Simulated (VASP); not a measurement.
# Mn (Fm-3m) in VASP: a series of runs

Mn is run at these levels: PBE; tasks: single point.

All numbers are computed with VASP 6.6.1; they aren't measurements. Logs are shortened: lines on timing, memory, paths and dates and some standing lists are left out, and cuts for length are marked.

## 1. The cell of the first run

It takes space group Fm-3m (No. 225, cubic). Conventional cell: a = 3.504 Å, b = 3.504 Å, c = 3.504 Å, α = 90.00°, β = 90.00°, γ = 90.00°. Mn (site symmetry m-3m) has 12 Mn at 2.48 Å within 3.3 Å.

## 2. Single point, PBE

INCAR reads:

```
PREC = Accurate
ENCUT = 500
EDIFF = 1E-6
ISMEAR = -1
SIGMA = 0.1
LREAL = False
LASPH = True
NELM = 120
ALGO = Normal
ISIF = 2
LWAVE = False
LCHARG = False
GGA = PE
NBANDS = 12
GGA_COMPAT = False
```

KPOINTS reads:

```
Automatic mesh
0
Gamma
  8 8 8
```

POSCAR reads:

```
Mn
1.0
    0.0000000000      1.7519522832      1.7519522832
    1.7519522832      0.0000000000      1.7519522832
    1.7519522832      1.7519522832      0.0000000000
Mn
1
Direct
    0.0000000000      0.0000000000      0.0000000000
```

Potentials or basis: VASP PAW PBE potentials, release 64 (Mn_pv).

Launch:

```console
$ cat potpaw_PBE.64/Mn_pv/POTCAR > POTCAR
$ mpirun -np 1 vasp_std > vasp.out
```

OUTCAR:

```text
PREC = Accurate
   ENCUT = 500
   EDIFF = 1E-6
   ISMEAR = -1
   LREAL = False
   LASPH = True
   NELM = 120
   ISIF = 2
   GGA = PE

 ion  position               nearest neighbor table
   1  0.000  0.000  0.000-

  LATTYP: Found a face centered cubic cell.
 ALAT       =     3.5039045664

  Lattice vectors:

 A1 = (   0.0000000000,   1.7519522832,   1.7519522832)
 A2 = (   1.7519522832,   0.0000000000,   1.7519522832)
 A3 = (   1.7519522832,   1.7519522832,   0.0000000000)

Analysis of symmetry for initial positions (statically):
=====================================================================
 Subroutine PRICEL returns:
 Original cell was already a primitive cell.

 Routine SETGRP: Setting up the symmetry group for a
 face centered cubic supercell.

 Subroutine GETGRP returns: Found 48 space group operations
 (whereof 48 operations were pure point group operations)
 out of a pool of 48 trial point group operations.

The static configuration has the point symmetry O_h .

Analysis of symmetry for dynamics (positions and initial velocities):
=====================================================================
 Subroutine PRICEL returns:
 Original cell was already a primitive cell.

 Routine SETGRP: Setting up the symmetry group for a
 face centered cubic supercell.

 Subroutine GETGRP returns: Found 48 space group operations
 (whereof 48 operations were pure point group operations)
 out of a pool of 48 trial point group operations.

The dynamic configuration has the point symmetry O_h .

 Subroutine INISYM returns: Found 48 space group operations
 (whereof 48 operations are pure point group operations),
 and found     1 'primitive' translations

----------------------------------------------------------------------------------------

                                     Primitive cell

  volume of cell :      10.7547

  direct lattice vectors                    reciprocal lattice vectors
     0.000000000  1.751952283  1.751952283    -0.285395901  0.285395901  0.285395901
     1.751952283  0.000000000  1.751952283     0.285395901 -0.285395901  0.285395901
     1.751952283  1.751952283  0.000000000     0.285395901  0.285395901 -0.285395901

  length of vectors
     2.477634680  2.477634680  2.477634680     0.494320200  0.494320200  0.494320200

[... 76 lines left out ...]
   ENCUT  =  500.0 eV  36.75 Ry    6.06 a.u.   4.52  4.52  4.52*2*pi/ulx,y,z
   NELM   =    120;   NELMIN=  2; NELMDL= -5     # of ELM steps
   EDIFF  = 0.1E-05   stopping-criterion for ELM
   LREAL  =      F    real-space projection
   EDIFFG = 0.1E-04   stopping-criterion for IOM
   NSW    =      0    number of steps for IOM
   IBRION =     -1    ionic relax: 0-MD 1-quasi-New 2-CG
   NFREE  =      0    steps in history (QN), initial steepest desc. (CG)
   ISIF   =      2    stress and relaxation
   ISYM   =      2    0-nonsym 1-usesym 2-fastsym
   POTIM  = 0.5000    time-step for ionic-motion
   TEBEG  =    0.0;   TEEND  =   0.0 temperature during run
   PSTRESS=    0.0 pullay stress
   NELECT =      13.0000    total number of electrons
   NUPDOWN=      -1.0000    fix difference up-down
   EMIN   =  10.00;   EMAX   =-10.00  energy-range for DOS
   EFERMI =   0.00;   METHOD = LEGACY
   ISMEAR =    -1;   SIGMA  =   0.10  broadening in eV -4-tet -1-fermi 0-gaus
   EFERMI_NEDOS =   21; number of points for ismear=-14 and -15
   IALGO  =     38    algorithm
   IMIX   =      4    mixing-type and parameters
     AMIX     =   0.40;   BMIX     =  1.00
     AMIX_MAG =   1.60;   BMIX_MAG =  1.00
  volume/ion in A,a.u.               =      10.75        72.58
  Fermi-wavevector in a.u.,A,eV,Ry     =   1.743908  3.295509 41.378264  3.041217
  Thomas-Fermi vector in A             =   2.815890
   LORBIT       =      0    0 simple, 1 ext, 2 COOP (PROOUT), +10 PAW based schemes
   GGA     = PE    functional components
   LHFCALC =     F    Hartree Fock is set to
   AEXX    =    0.0000 exact exchange contribution
   IVDW    =     0    specifies the selected vdW correction
   LEPSILON=     F    determine dielectric tensor
   LRPA    =     F    only Hartree local field effects (RPA)
 non-spin polarized calculation
  energy-cutoff  :      500.00
  volume of cell :       10.75
 maximum number of plane-waves:       290
   NGX =  9   NGY =  9   NGZ =  9

 number of electron      12.9999998 magnetization

 Free energy of the ion-electron system (eV)
  ---------------------------------------------------
  ext. energy  EPLUGINS =         0.00000000
  ---------------------------------------------------
  free energy    TOTEN  =        -8.93961249 eV

  energy without entropy =       -8.88672827  energy(sigma->0) =       -8.91317038

 E-fermi :  10.5311     XC(G=0): -14.0148

 val. band max:       10.3834760000   @ k =   0.5000   0.2500   0.1250
 cond. band min:      10.5661537954   @ k =  -0.1250   0.1250   0.0000
 fundamental gap:      0.1826777954
 Fermi energy:        10.5310734248

 k-point     1 :       0.0000    0.0000    0.0000
  band No.  band energies     occupation
      1     -37.1438      2.00000
      2     -37.1438      2.00000
      3     -37.1438      2.00000
      4       2.1844      2.00000
      5       9.3592      1.99998
      6       9.3592      1.99998
      7       9.3592      1.99998
      8      11.0477      0.01134
      9      11.0477      0.01134
     10      31.8713      0.00000
     11      37.6876      0.00000
     12      37.6876      0.00000
[... 331 lines left out ...]
 k-point    24 :      -0.3750    0.2500    0.1250
  band No.  band energies     occupation
      1     -37.7946      2.00000
      2     -37.4399      2.00000
      3     -37.3052      2.00000
      4       7.0890      2.00000
      5       7.9732      2.00000
      6       9.1018      2.00000
      7      10.1803      1.94184
      8      12.0871      0.00000
      9      15.9418      0.00000
     10      19.5850      0.00000
     11      27.7510      0.00000
     12      29.5654      0.00000

 [... further k-points ...]
[... 5 lines left out ...]
  --------------------------------------------------------------------------------------
  -------------------------------------------------------------------------------------
  Total       -0.0162496     -0.0162496     -0.0162496      0.0000000      0.0000000      0.0000000
  in kB       -2.4207834     -2.4207834     -2.4207834      0.0000000      0.0000000      0.0000000
  external PRESSURE =      -2.4207834 kB  Pullay stress =       0.0000000 kB

 VOLUME and BASIS-vectors are now :
 -----------------------------------------------------------------------------
  energy-cutoff  :      500.00
  volume of cell :       10.75
      direct lattice vectors                 reciprocal lattice vectors
     0.000000000  1.751952283  1.751952283    -0.285395901  0.285395901  0.285395901
     1.751952283  0.000000000  1.751952283     0.285395901 -0.285395901  0.285395901
     1.751952283  1.751952283  0.000000000     0.285395901  0.285395901 -0.285395901

 POSITION                                       TOTAL-FORCE (eV/Angst)
 -----------------------------------------------------------------------------------
      0.00000      0.00000      0.00000         0.000000      0.000000      0.000000
 -----------------------------------------------------------------------------------
    total drift:                                0.000000     -0.000000     -0.000000

  FREE ENERGIE OF THE ION-ELECTRON SYSTEM (eV)
  ---------------------------------------------------
  free  energy   TOTEN  =        -8.9396124897 eV

  energy  without entropy=       -8.8867282670  energy(sigma->0) =       -8.91317038
```

stdout:

```text
POSCAR found type information on POSCAR Mn
 POSCAR found :  1 types and       1 ions
 scaLAPACK will be used
 LDA part: xc-table for (Slater+PW92), standard interpolation
 POSCAR, INCAR and KPOINTS ok, starting setup
 FFT: planning ... GRIDC
 FFT: planning ... GRID_SOFT
 FFT: planning ... GRID
 WAVECAR not read
 entering main loop
```

Run time: 7 s. Hardware: 1 thread of Intel Xeon 8259CL, shared host; peak memory 0.12 GiB.

Results:

* Free energy: -8.9396 eV
* Pressure: -0.2 GPa

Caveat: the k points lie up to 0.39 Å⁻¹ apart; the run has no spin polarisation, though such a crystal can be magnetic.

## 3. Single point, PBE, collinear spin, ferromagnetic start

INCAR reads:

```
SYSTEM = Mn
ALGO     = Normal         ! electronic algorithm
EDIFF    = 1E-6           ! SCF threshold, eV
ENCUT    = 500            ! plane-wave cutoff, eV
GGA      = PE             ! functional
GGA_COMPAT= .FALSE.      
ISIF     = 2              ! what is computed and relaxed
ISMEAR   = -1             ! smearing method
ISPIN    = 2              ! spin polarisation
LASPH    = .TRUE.         ! aspherical terms in the spheres
LCHARG   = .FALSE.        ! write CHGCAR
LMAXMIX  = 4              ! l up to which the mixer works
LORBIT   = 11             ! projections on sites
LREAL    = .FALSE.        ! projectors in reciprocal space
LWAVE    = .FALSE.        ! write WAVECAR
MAGMOM   = 3              ! initial moments
NBANDS   = 16             ! bands
NELM     = 200            ! most SCF steps
PREC     = Accurate       ! precision mode
SIGMA    = 0.1            ! smearing width, eV
```

KPOINTS reads:

```
k-points
0
G
  8 8 8
  0 0 0
```

POSCAR reads:

```
Mn
1.0
    0.0000000000      1.7511768976      1.7511768976
    1.7511768976      0.0000000000      1.7511768976
    1.7511768976      1.7511768976      0.0000000000
Mn
1
Direct
    0.0000000000      0.0000000000      0.0000000000
```

Potentials or basis: VASP PAW PBE potentials, release 64 (Mn_pv).

Launch:

```console
$ cat potpaw_PBE.64/Mn_pv/POTCAR > POTCAR
$ mpirun -np 1 vasp_std > vasp.out
```

OUTCAR:

```text
SYSTEM = Mn
   EDIFF = 1E-6
   ENCUT = 500
   GGA = PE
   ISIF = 2
   ISMEAR = -1
   ISPIN = 2
   LASPH = .TRUE.
   LORBIT = 11
   LREAL = .FALSE.
   NELM = 200
   PREC = Accurate

 ion  position               nearest neighbor table
   1  0.000  0.000  0.000-

  LATTYP: Found a face centered cubic cell.
 ALAT       =     3.5023537952

  Lattice vectors:

 A1 = (   0.0000000000,   1.7511768976,   1.7511768976)
 A2 = (   1.7511768976,   0.0000000000,   1.7511768976)
 A3 = (   1.7511768976,   1.7511768976,   0.0000000000)

Analysis of symmetry for initial positions (statically):
=====================================================================
 Subroutine PRICEL returns:
 Original cell was already a primitive cell.

 Routine SETGRP: Setting up the symmetry group for a
 face centered cubic supercell.

 Subroutine GETGRP returns: Found 48 space group operations
 (whereof 48 operations were pure point group operations)
 out of a pool of 48 trial point group operations.

The static configuration has the point symmetry O_h .

Analysis of symmetry for dynamics (positions and initial velocities):
=====================================================================
 Subroutine PRICEL returns:
 Original cell was already a primitive cell.

 Routine SETGRP: Setting up the symmetry group for a
 face centered cubic supercell.

 Subroutine GETGRP returns: Found 48 space group operations
 (whereof 48 operations were pure point group operations)
 out of a pool of 48 trial point group operations.

The dynamic configuration has the point symmetry O_h .

Analysis of structural, dynamic, and magnetic symmetry:
=====================================================================
 Subroutine PRICEL returns:
 Original cell was already a primitive cell.

 Routine SETGRP: Setting up the symmetry group for a
 face centered cubic supercell.

 Subroutine GETGRP returns: Found 48 space group operations
[... 126 lines left out ...]
   GGA     = PE    functional components
   LHFCALC =     F    Hartree Fock is set to
   AEXX    =    0.0000 exact exchange contribution
   IVDW    =     0    specifies the selected vdW correction
   LEPSILON=     F    determine dielectric tensor
   LRPA    =     F    only Hartree local field effects (RPA)
 spin polarized calculation
  energy-cutoff  :      500.00
  volume of cell :       10.74
 maximum number of plane-waves:       290
   NGX =  9   NGY =  9   NGZ =  9

 number of electron      12.9999999 magnetization       0.0014431

 Free energy of the ion-electron system (eV)
  ---------------------------------------------------
  ext. energy  EPLUGINS =         0.00000000
  ---------------------------------------------------
  free energy    TOTEN  =        -8.93959991 eV

  energy without entropy =       -8.88681999  energy(sigma->0) =       -8.91320995

 E-fermi :  10.5500     XC(G=0): -14.0228

 val. band max:       10.4028952321   @ k =   0.5000   0.2500   0.1250
 cond. band min:      10.5839145469   @ k =  -0.1250   0.1250   0.0000
 fundamental gap:      0.1810193147
 Fermi energy:        10.5500051433

 spin component 1

 k-point     1 :       0.0000    0.0000    0.0000
  band No.  band energies     occupation
      1     -37.1249      1.00000
      2     -37.1249      1.00000
      3     -37.1249      1.00000
      4       2.1972      1.00000
      5       9.3754      0.99999
      6       9.3754      0.99999
[... 435 lines left out ...]
      5       7.9867      1.00000
      6       9.1183      1.00000
[... 8 lines left out ...]
     15      42.1838      0.00000
     16      47.0940      0.00000

 [... further k-points ...]

 spin component 2

 k-point     1 :       0.0000    0.0000    0.0000
  band No.  band energies     occupation
      1     -37.1233      1.00000
      2     -37.1233      1.00000
      3     -37.1233      1.00000
      4       2.1975      1.00000
      5       9.3762      0.99999
      6       9.3762      0.99999
[... 435 lines left out ...]
      5       7.9882      1.00000
      6       9.1190      1.00000
[... 8 lines left out ...]
     15      42.1858      0.00000
     16      47.0944      0.00000

 [... further k-points ...]
[... 5 lines left out ...]
  --------------------------------------------------------------------------------------
  -------------------------------------------------------------------------------------
  Total        0.0085982      0.0085982      0.0085982      0.0000000      0.0000000      0.0000000
  in kB        1.2826161      1.2826161      1.2826161      0.0000000      0.0000000      0.0000000
  external PRESSURE =       1.2826161 kB  Pullay stress =       0.0000000 kB

 VOLUME and BASIS-vectors are now :
 -----------------------------------------------------------------------------
  energy-cutoff  :      500.00
  volume of cell :       10.74
      direct lattice vectors                 reciprocal lattice vectors
     0.000000000  1.751176898  1.751176898    -0.285522268  0.285522268  0.285522268
     1.751176898  0.000000000  1.751176898     0.285522268 -0.285522268  0.285522268
     1.751176898  1.751176898  0.000000000     0.285522268  0.285522268 -0.285522268

 POSITION                                       TOTAL-FORCE (eV/Angst)
 -----------------------------------------------------------------------------------
      0.00000      0.00000      0.00000         0.000000      0.000000      0.000000
 -----------------------------------------------------------------------------------
    total drift:                                0.000000     -0.000000      0.000000

  FREE ENERGIE OF THE ION-ELECTRON SYSTEM (eV)
  ---------------------------------------------------
  free  energy   TOTEN  =        -8.9395999099 eV

  energy  without entropy=       -8.8868199877  energy(sigma->0) =       -8.91320995

 total charge

# of ion       s       p       d       tot
------------------------------------------
    1        0.427   6.402   5.156  11.985

 magnetization (x)

# of ion       s       p       d       tot
------------------------------------------
    1       -0.000  -0.000   0.001   0.001
```

OSZICAR:

```text
N       E                     dE             d eps       ncg     rms          rms(c)
DAV:   1     0.763318844540E+02    0.76332E+02   -0.69012E+03  1928   0.107E+03
DAV:   2    -0.803265767073E+01   -0.84365E+02   -0.79889E+02  2088   0.259E+02
DAV:   3    -0.966830556549E+01   -0.16356E+01   -0.16324E+01  2192   0.389E+01
DAV:   4    -0.967348648692E+01   -0.51809E-02   -0.51808E-02  2328   0.215E+00
DAV:   5    -0.967351643733E+01   -0.29950E-04   -0.29952E-04  2128   0.146E-01    0.165E+01
DAV:   6    -0.889625243888E+01    0.77726E+00   -0.21565E+00  2296   0.295E+01    0.355E+00
DAV:   7    -0.893037887872E+01   -0.34126E-01   -0.11916E-01  2008   0.407E+00    0.216E+00
DAV:   8    -0.893698253744E+01   -0.66037E-02   -0.47563E-03  2104   0.961E-01    0.823E-01
DAV:   9    -0.893718329384E+01   -0.20076E-03   -0.72516E-03  2280   0.830E-01    0.291E-01
DAV:  10    -0.893818482105E+01   -0.10015E-02   -0.17309E-03  2056   0.307E-01    0.174E-01
DAV:  11    -0.893844391979E+01   -0.25910E-03   -0.14930E-04  2264   0.899E-02    0.147E-01
DAV:  12    -0.893928410381E+01   -0.84018E-03   -0.34845E-03  2168   0.404E-01    0.695E-02
DAV:  13    -0.893944725251E+01   -0.16315E-03   -0.19332E-04  2128   0.933E-02    0.509E-02
DAV:  14    -0.893950803653E+01   -0.60784E-04   -0.58429E-05  2288   0.506E-02    0.369E-02
DAV:  15    -0.893958188573E+01   -0.73849E-04   -0.37675E-04  2184   0.129E-01    0.141E-02
DAV:  16    -0.893959740436E+01   -0.15519E-04   -0.72057E-05  2328   0.535E-02    0.462E-03
DAV:  17    -0.893959966876E+01   -0.22644E-05   -0.21405E-06  1824   0.118E-02    0.310E-03
DAV:  18    -0.893959990990E+01   -0.24114E-06   -0.15900E-06  1096   0.845E-03
   1 F= -.89395999E+01 E0= -.89132099E+01  d E =-.527799E-01  mag=     0.0006
```

stdout:

```text
POSCAR found type information on POSCAR Mn
 POSCAR found :  1 types and       1 ions
 scaLAPACK will be used
 LDA part: xc-table for (Slater+PW92), standard interpolation
 POSCAR, INCAR and KPOINTS ok, starting setup
 FFT: planning ... GRIDC
 FFT: planning ... GRID_SOFT
 FFT: planning ... GRID
 WAVECAR not read
 entering main loop
```

It took 26 s on 1 thread of AMD EPYC 7R13, shared host; peak memory 0.09 GiB.

Results:

```
Free energy                                           : -8.9396 eV
Pressure                                              : 0.1 GPa
Net moment                                            : 0.00 μB per cell
Valence electrons inside the program's atomic spheres : Mn 11.98
```

Caveat: the k points lie up to 0.39 Å⁻¹ apart; the starting moments collapsed, and a magnetic state may lie lower.

## 4. Single point, PBE, collinear spin, ferromagnetic start

INCAR reads:

```
SYSTEM = Mn
PREC = Accurate
ENCUT = 500
EDIFF = 1E-6
ISMEAR = -1
SIGMA = 0.05
LREAL = .FALSE.
LASPH = .TRUE.
NELM = 200
ALGO = Normal
ISIF = 2
LWAVE = .FALSE.
LCHARG = .FALSE.
ISPIN = 2
MAGMOM = 3
LORBIT = 11
LMAXMIX = 4
GGA = PE
NBANDS = 16
GGA_COMPAT = .FALSE.
```

KPOINTS reads:

```
regular mesh
0
G
  15 15 15
  0 0 0
```

POSCAR reads:

```
Mn
1.0
    0.0000000000      1.7511769006      1.7511769006
    1.7511769006      0.0000000000      1.7511769006
    1.7511769006      1.7511769006      0.0000000000
Mn
1
Direct
    0.0000000000      0.0000000000      0.0000000000
```

Launch:

```console
$ cat potpaw_PBE.64/Mn_pv/POTCAR > POTCAR
$ mpirun -np 1 vasp_std > vasp.out
```

Run time: 20 s. Hardware: 1 thread of Intel Xeon 6975P-C (Granite Rapids), shared host; peak memory 0.14 GiB.

Results (log left out):

```yaml
Free_energy: -8.9226 eV
Pressure: -0.3 GPa
Net_moment: 0.00 μB per cell
Valence_electrons_inside_the_program's_atomic_spheres: Mn 11.98
```

Levels at points of the mesh, in eV from the Fermi level:
Spin up:
| k point | band 4 | band 5 | band 6 | band 7 | band 8 | band 9 | band 10 | band 11 |
| --- | --- | --- | --- | --- | --- | --- | --- | --- |
| (0.00, 0.00, 0.00) | -8.31 | -1.14 | -1.14 | -1.14 | 0.54 | 0.54 | 21.40 | 27.22 |
Spin down:
```
           k point  band 5  band 6  band 7  band 8  band 9  band 10
(0.00, 0.00, 0.00)   -1.14   -1.14   -1.14    0.54    0.54    21.40
```

Caveat: the starting moments collapsed, and a magnetic state may lie lower.

(Part 1 of 2 ends here.)
